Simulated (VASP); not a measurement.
Write the native input for VASP 6.6.1 that does the following.

* Task: single point
* Functional: PBE
* Potentials or basis: VASP PAW PBE potentials, release 64 (Si, Mo_sv)
* Cutoff: 520 eV
* k mesh: 12 × 12 × 6
* Occupations: gaussian, width 0.01 eV
* Spin: no spin polarisation
* Dipole correction: no
* Further INCAR settings: ALGO = Normal; EDIFF = 1e-06; NBANDS = 43

The structure of Si2Mo lies in POSCAR:

```
Si2Mo
1.0
    4.6130238168      0.0000000000      0.0000000000
   -2.3065119084      3.9949958136      0.0000000000
    0.0000000000      0.0000000000      6.6094665263
Si Mo
6 3
Direct
    0.1639790379      0.8360209621      0.8333333333
    0.3279580758      0.1639790379      0.1666666667
    0.8360209621      0.6720419242      0.5000000000
    0.8360209621      0.1639790379      0.8333333333
    0.6720419242      0.8360209621      0.1666666667
    0.1639790379      0.3279580758      0.5000000000
    0.5000000000      0.0000000000      0.5000000000
    0.0000000000      0.5000000000      0.1666666667
    0.5000000000      0.5000000000      0.8333333333
```

One way to write it, as run:

INCAR

```
ALGO = Normal
EDIFF = 1E-6
ENCUT = 520
GGA = PE
ISIF = 2
ISMEAR = 0
LASPH = True
LCHARG = False
LREAL = False
LWAVE = False
NBANDS = 43
NELM = 80
PREC = Accurate
SIGMA = 0.01
```

KPOINTS

```
k-points
0
Gamma
  12 12 6
```

Potentials or basis: VASP PAW PBE potentials, release 64 (Si, Mo_sv).

The run is started by

```sh
$ cat potpaw_PBE.64/Si/POTCAR potpaw_PBE.64/Mo_sv/POTCAR > POTCAR
$ mpirun -np 1 vasp_std > vasp.out
```

Results of the run:

```json
{
 "Pressure": "0.2 GPa",
 "Largest force": "0.003 eV/Å",
 "Band gap on the k mesh": "0.06 eV, indirect (least direct gap 0.52 eV)"
}
```

It took 4.8 min on 1 thread of Intel(R) Xeon(R) Platinum 8259CL CPU @ 2.50GHz (Skylake/Cascade Lake), with other jobs on the host, peak memory 0.43 GiB.
